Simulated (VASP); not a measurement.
# BN (F-43m) in VASP: further runs

Aim: see how the results for BN move with the level of theory and the settings. Levels: RPBE, revPBE. Tasks: single point.

All numbers are computed with VASP 6.6.1; they aren't measurements. Logs are shortened: lines on timing, memory, paths and dates and some standing lists are left out, and cuts for length are marked.

## 1. The cell of the first run

It takes space group F-43m (No. 216, cubic). The conventional cell has a = 3.644 Å, b = 3.644 Å, c = 3.644 Å, α = 90.00°, β = 90.00°, γ = 90.00°. Within 2.1 Å of N (site symmetry -43m) lie 4 B at 1.58 Å. Within 2.1 Å of B (site symmetry -43m) lie 4 N at 1.58 Å.

## 2. Single point, RPBE

INCAR

```
PREC     = Accurate       # precision mode
ENCUT    = 520            # plane-wave cutoff, eV
EDIFF    = 1E-6           # SCF threshold, eV
ISMEAR   = -1             # smearing method
SIGMA    = 0.05           # smearing width, eV
LREAL    = False          # projectors in reciprocal space
LASPH    = True           # aspherical terms in the spheres
NELM     = 100            # most SCF steps
ALGO     = Normal         # electronic algorithm
ISIF     = 2              # what is computed and relaxed
LWAVE    = False          # write WAVECAR
LCHARG   = False          # write CHGCAR
GGA      = RP             # functional
NBANDS   = 11             # bands
```

KPOINTS

```
regular mesh
0
Gamma
  13 13 13
```

POSCAR

```
BN
1.0
    0.0000000000      1.8218977513      1.8218977513
    1.8218977513      0.0000000000      1.8218977513
    1.8218977513      1.8218977513      0.0000000000
N B
1 1
Direct
    0.2500000000      0.2500000000      0.2500000000
    0.0000000000      0.0000000000      0.0000000000
```

Potentials or basis: VASP PAW PBE potentials, release 64 (N, B).

Started as:

```
> cat potpaw_PBE.64/N/POTCAR potpaw_PBE.64/B/POTCAR > POTCAR
> mpirun -np 1 vasp_std > vasp.out
```

OUTCAR:

```text
PREC = Accurate
   ENCUT = 520
   EDIFF = 1E-6
   ISMEAR = -1
   LREAL = False
   LASPH = True
   NELM = 100
   ISIF = 2
   GGA = RP

 ion  position               nearest neighbor table
   1  0.250  0.250  0.250-   2 1.58   2 1.58   2 1.58   2 1.58
   2  0.000  0.000  0.000-   1 1.58   1 1.58   1 1.58   1 1.58

  LATTYP: Found a face centered cubic cell.
 ALAT       =     3.6437955026

  Lattice vectors:

 A1 = (   0.0000000000,   1.8218977513,   1.8218977513)
 A2 = (   1.8218977513,   0.0000000000,   1.8218977513)
 A3 = (   1.8218977513,   1.8218977513,   0.0000000000)

Analysis of symmetry for initial positions (statically):
=====================================================================
 Subroutine PRICEL returns:
 Original cell was already a primitive cell.

 Routine SETGRP: Setting up the symmetry group for a
 face centered cubic supercell.

 Subroutine GETGRP returns: Found 24 space group operations
 (whereof 24 operations were pure point group operations)
 out of a pool of 48 trial point group operations.

The static configuration has the point symmetry T_d .

Analysis of symmetry for dynamics (positions and initial velocities):
=====================================================================
 Subroutine PRICEL returns:
 Original cell was already a primitive cell.

 Routine SETGRP: Setting up the symmetry group for a
 face centered cubic supercell.

 Subroutine GETGRP returns: Found 24 space group operations
 (whereof 24 operations were pure point group operations)
 out of a pool of 48 trial point group operations.

The dynamic configuration has the point symmetry T_d .

 Subroutine INISYM returns: Found 24 space group operations
 (whereof 24 operations are pure point group operations),
 and found     1 'primitive' translations

----------------------------------------------------------------------------------------

                                     Primitive cell

  volume of cell :      12.0949

  direct lattice vectors                    reciprocal lattice vectors
     0.000000000  1.821897751  1.821897751    -0.274439111  0.274439111  0.274439111
     1.821897751  0.000000000  1.821897751     0.274439111 -0.274439111  0.274439111
     1.821897751  1.821897751  0.000000000     0.274439111  0.274439111 -0.274439111

  length of vectors
     2.576552509  2.576552509  2.576552509     0.475342485  0.475342485  0.475342485

  position of ions in fractional coordinates (direct lattice)
     0.250000000  0.250000000  0.250000000
     0.000000000  0.000000000  0.000000000

  ion indices of the primitive-cell ions
   primitive index   ion index
                 1           1
                 2           2

----------------------------------------------------------------------------------------

 KPOINTS: regular mesh

Automatic generation of k-mesh.
 Grid dimensions read from file:
 generate k-points for:   13   13   13

 Generating k-lattice:

  Cartesian coordinates                     Fractional coordinates (reciprocal lattice)
    -0.021110701  0.021110701  0.021110701     0.076923077  0.000000000  0.000000000
     0.021110701 -0.021110701  0.021110701     0.000000000  0.076923077  0.000000000
     0.021110701  0.021110701 -0.021110701     0.000000000  0.000000000  0.076923077

  Length of vectors
     0.036564807  0.036564807  0.036564807

  Shift w.r.t. Gamma in fractional coordinates (k-lattice)
     0.000000000  0.000000000  0.000000000

 Subroutine IBZKPT returns following result:
 ===========================================

 Found     84 irreducible k-points:

 Following reciprocal coordinates:
            Coordinates               Weight
  0.000000  0.000000  0.000000      1.000000
  0.076923  0.000000  0.000000      8.000000
  0.153846  0.000000  0.000000      8.000000
  0.230769  0.000000  0.000000      8.000000
  0.307692  0.000000  0.000000      8.000000
  0.384615  0.000000  0.000000      8.000000
[... 16 lines left out ...]
  0.384615  0.153846  0.000000     24.000000
  0.461538  0.153846  0.000000     24.000000
 [... further k-points ...]
   k-points           NKPTS =     84   k-points in BZ     NKDIM =     84   number of bands    NBANDS=     11
   number of dos      NEDOS =    301   number of ions     NIONS =      2
   total plane-waves  NPLWV =   8000
   dimension x,y,z NGX =    20 NGY =   20 NGZ =   20
   dimension x,y,z NGXF=    40 NGYF=   40 NGZF=   40
   ions per type =               1   1
   NGX,Y,Z   is equivalent  to a cutoff of  12.90, 12.90, 12.90 a.u.
   NGXF,Y,Z  is equivalent  to a cutoff of  25.81, 25.81, 25.81 a.u.
 SYSTEM =  unknown system
   PREC   = accura    normal or accurate (medium, high low for compatibility)
   ISTART =      0    job   : 0-new  1-cont  2-samecut
   ICHARG =      2    charge: 1-file 2-atom 10-const
   ISPIN  =      1    spin polarized calculation?
   LNONCOLLINEAR =      F non collinear calculations
   LSORBIT =      F    spin-orbit coupling
   LASPH  =      T    aspherical Exc in radial PAW
   ENCUT  =  520.0 eV  38.22 Ry    6.18 a.u.   4.79  4.79  4.79*2*pi/ulx,y,z
   NELM   =    100;   NELMIN=  2; NELMDL= -5     # of ELM steps
   EDIFF  = 0.1E-05   stopping-criterion for ELM
   LREAL  =      F    real-space projection
   EDIFFG = 0.1E-04   stopping-criterion for IOM
   NSW    =      0    number of steps for IOM
   IBRION =     -1    ionic relax: 0-MD 1-quasi-New 2-CG
   NFREE  =      0    steps in history (QN), initial steepest desc. (CG)
   ISIF   =      2    stress and relaxation
   ISYM   =      2    0-nonsym 1-usesym 2-fastsym
   POTIM  = 0.5000    time-step for ionic-motion
   TEBEG  =    0.0;   TEEND  =   0.0 temperature during run
   PSTRESS=    0.0 pullay stress
   NELECT =       8.0000    total number of electrons
   NUPDOWN=      -1.0000    fix difference up-down
   EMIN   =  10.00;   EMAX   =-10.00  energy-range for DOS
   EFERMI =   0.00;   METHOD = LEGACY
   ISMEAR =    -1;   SIGMA  =   0.05  broadening in eV -4-tet -1-fermi 0-gaus
   EFERMI_NEDOS =   21; number of points for ismear=-14 and -15
   IALGO  =     38    algorithm
   IMIX   =      4    mixing-type and parameters
     AMIX     =   0.40;   BMIX     =  1.00
     AMIX_MAG =   1.60;   BMIX_MAG =  1.00
  volume/ion in A,a.u.               =       6.05        40.81
  Fermi-wavevector in a.u.,A,eV,Ry     =   1.426387  2.695481 27.682155  2.034581
  Thomas-Fermi vector in A             =   2.546670
   LORBIT       =      0    0 simple, 1 ext, 2 COOP (PROOUT), +10 PAW based schemes
   GGA     = RP    functional components
   LHFCALC =     F    Hartree Fock is set to
   AEXX    =    0.0000 exact exchange contribution
   IVDW    =     0    specifies the selected vdW correction
   LEPSILON=     F    determine dielectric tensor
   LRPA    =     F    only Hartree local field effects (RPA)
 non-spin polarized calculation
  energy-cutoff  :      520.00
  volume of cell :       12.09
 maximum number of plane-waves:       335
   NGX =  9   NGY =  9   NGZ =  9

 number of electron       8.0000000 magnetization

 Free energy of the ion-electron system (eV)
  ---------------------------------------------------
  ext. energy  EPLUGINS =         0.00000000
  ---------------------------------------------------
  free energy    TOTEN  =       -16.62723844 eV

  energy without entropy =      -16.62723844  energy(sigma->0) =      -16.62723844

 E-fermi :   8.2829     XC(G=0): -12.6089

 val. band max:        7.2274867966   @ k =   0.0000   0.0000   0.0000
 cond. band min:      11.7654366557   @ k =   0.4615   0.4615   0.0000
 fundamental gap:      4.5379498591
 Fermi energy:         8.2829315832

 k-point     1 :       0.0000    0.0000    0.0000
  band No.  band energies     occupation
      1     -12.8022      2.00000
      2       7.2275      2.00000
      3       7.2275      2.00000
      4       7.2275      2.00000
      5      15.9895      0.00000
      6      15.9895      0.00000
      7      15.9895      0.00000
      8      17.1873      0.00000
      9      31.6734      0.00000
     10      34.6323      0.00000
     11      34.6323      0.00000

 k-point     2 :       0.0769    0.0000    0.0000
  band No.  band energies     occupation
      1     -12.6610      2.00000
      2       6.4492      2.00000
      3       7.0766      2.00000
      4       7.0766      2.00000
      5      16.1379      0.00000
      6      16.2195      0.00000
      7      16.2195      0.00000
      8      17.6985      0.00000
      9      31.5529      0.00000
     10      32.6809      0.00000
     11      32.6809      0.00000

 k-point     3 :       0.1538    0.0000    0.0000
  band No.  band energies     occupation
      1     -12.2419      2.00000
      2       4.6104      2.00000
      3       6.6983      2.00000
      4       6.6983      2.00000
      5      16.3627      0.00000
      6      16.7759      0.00000
      7      16.7759      0.00000
      8      18.9342      0.00000
      9      31.1520      0.00000
     10      31.1671      0.00000
     11      31.1671      0.00000

 k-point     4 :       0.2308    0.0000    0.0000
  band No.  band energies     occupation
      1     -11.5621      2.00000
      2       2.3917      2.00000
      3       6.2399      2.00000
      4       6.2399      2.00000
      5      16.5890      0.00000
      6      17.3606      0.00000
      7      17.3606      0.00000
      8      20.2493      0.00000
      9      30.5869      0.00000
     10      30.5869      0.00000
     11      30.6357      0.00000

 k-point     5 :       0.3077    0.0000    0.0000
  band No.  band energies     occupation
      1     -10.6630      2.00000
      2       0.1766      2.00000
      3       5.8214      2.00000
      4       5.8214      2.00000
      5      16.7999      0.00000
      6      17.7276      0.00000
      7      17.7276      0.00000
      8      21.2937      0.00000
      9      30.3181      0.00000
     10      31.0304      0.00000
     11      31.0304      0.00000
[... 211 lines left out ...]
 k-point    21 :       0.2308    0.1538    0.0000
  band No.  band energies     occupation
      1     -11.5569      2.00000
      2       3.7809      2.00000
      3       5.1688      2.00000
      4       5.5322      2.00000
      5      14.9811      0.00000
      6      18.5943      0.00000
      7      18.9646      0.00000
      8      19.3745      0.00000
      9      26.0530      0.00000
     10      33.3786      0.00000
     11      35.0026      0.00000

 k-point    22 :       0.3077    0.1538    0.0000
  band No.  band energies     occupation
      1     -10.8138      2.00000
      2       1.7709      2.00000
      3       4.7429      2.00000
      4       5.1197      2.00000
      5      15.3298      0.00000
      6      18.9316      0.00000
      7      19.5507      0.00000
      8      19.8906      0.00000
      9      26.4287      0.00000
     10      33.2888      0.00000
     11      34.6442      0.00000

 k-point    23 :       0.3846    0.1538    0.0000
  band No.  band energies     occupation
      1      -9.8868      2.00000
      2      -0.2139      2.00000
      3       4.5012      2.00000
      4       4.5608      2.00000
      5      15.7238      0.00000
      6      19.1255      0.00000
      7      19.7468      0.00000
      8      20.6044      0.00000
      9      27.3059      0.00000
     10      33.0670      0.00000
     11      34.9439      0.00000

 k-point    24 :       0.4615    0.1538    0.0000
  band No.  band energies     occupation
      1      -8.9338      2.00000
      2      -1.8772      2.00000
      3       4.0167      2.00000
      4       4.4675      2.00000
      5      16.0407      0.00000
      6      19.0980      0.00000
      7      19.6225      0.00000
      8      21.7142      0.00000
      9      27.9334      0.00000
     10      33.1498      0.00000
     11      34.9756      0.00000

 [... further k-points ...]

------------------------ aborting loop because EDIFF is reached ----------------------------------------

  FORCE on cell =-STRESS in cart. coord.  units (eV):
  Direction    XX          YY          ZZ          XY          YZ          ZX
  --------------------------------------------------------------------------------------
  -------------------------------------------------------------------------------------
  Total        0.0130606      0.0130606      0.0130606      0.0000000      0.0000000      0.0000000
  in kB        1.7300971      1.7300971      1.7300971      0.0000000      0.0000000      0.0000000
  external PRESSURE =       1.7300971 kB  Pullay stress =       0.0000000 kB

 VOLUME and BASIS-vectors are now :
 -----------------------------------------------------------------------------
  energy-cutoff  :      520.00
  volume of cell :       12.09
      direct lattice vectors                 reciprocal lattice vectors
     0.000000000  1.821897751  1.821897751    -0.274439111  0.274439111  0.274439111
     1.821897751  0.000000000  1.821897751     0.274439111 -0.274439111  0.274439111
     1.821897751  1.821897751  0.000000000     0.274439111  0.274439111 -0.274439111

 POSITION                                       TOTAL-FORCE (eV/Angst)
 -----------------------------------------------------------------------------------
      0.91095      0.91095      0.91095        -0.000000     -0.000000     -0.000000
      0.00000      0.00000      0.00000         0.000000      0.000000      0.000000
 -----------------------------------------------------------------------------------
    total drift:                                0.000000      0.000000      0.000000

  FREE ENERGIE OF THE ION-ELECTRON SYSTEM (eV)
  ---------------------------------------------------
  free  energy   TOTEN  =       -16.6272384382 eV

  energy  without entropy=      -16.6272384382  energy(sigma->0) =      -16.62723844
```

It took 17 s on 1 thread of AMD EPYC 7R13, shared host; peak memory 0.09 GiB.

What came out:

| Property | Result |
| --- | --- |
| Free energy | -16.6272 eV |
| Pressure | 0.2 GPa |
| Band gap on the k mesh | 4.54 eV, indirect (least direct gap 8.76 eV) |

Levels at points of the mesh, in eV from the valence-band top:
| k point | band 1 | band 2 | band 3 | band 4 | band 5 | band 6 | band 7 | band 8 | band 9 |
| --- | --- | --- | --- | --- | --- | --- | --- | --- | --- |
| (0.00, 0.00, 0.00) | -20.03 | 0.00 | 0.00 | 0.00 | 8.76 | 8.76 | 8.76 | 9.96 | 24.45 |

Caveat: the PAW data sets were made with another functional, which shifts forces and pressure a little.

## 3. Single point, revPBE

This run uses another cell than the first one, of 6.02 Å³/atom, 0.996 times its volume.

INCAR

```
PREC = Accurate
ENCUT = 520
EDIFF = 1E-6
ISMEAR = -1
SIGMA = 0.05
LREAL = F
LASPH = T
NELM = 100
ALGO = Normal
ISIF = 2
LWAVE = F
LCHARG = F
GGA = RE
NBANDS = 11
```

KPOINTS is that of step 2.

POSCAR

```
BN
1.0
    0.0000000000      1.8196280452      1.8196280452
    1.8196280452      0.0000000000      1.8196280452
    1.8196280452      1.8196280452      0.0000000000
N B
1 1
Direct
    0.2500000000      0.2500000000      0.2500000000
    0.0000000000      0.0000000000      0.0000000000
```

Potentials or basis: VASP PAW PBE potentials, release 64 (N, B).

Started as:

```
> cat potpaw_PBE.64/N/POTCAR potpaw_PBE.64/B/POTCAR > POTCAR
> mpirun -np 1 vasp_std > vasp.out
```

Wall time 18 s (1 thread of AMD EPYC 7R13, shared host); peak memory 0.09 GiB.

The run converged. Its results:

```yaml
Free_energy: -16.7736 eV
Pressure: 0.2 GPa
Band_gap_on_the_k_mesh: 4.53 eV, indirect (least direct gap 8.77 eV)
```

Levels at points of the mesh, in eV from the valence-band top:
| k point | band 1 | band 2 | band 3 | band 4 | band 5 | band 6 | band 7 | band 8 |
| --- | --- | --- | --- | --- | --- | --- | --- | --- |
| (0.00, 0.00, 0.00) | -20.06 | 0.00 | 0.00 | 0.00 | 8.77 | 8.77 | 8.77 | 10.02 |

Caveat: the PAW data sets were made with another functional, which shifts forces and pressure a little.
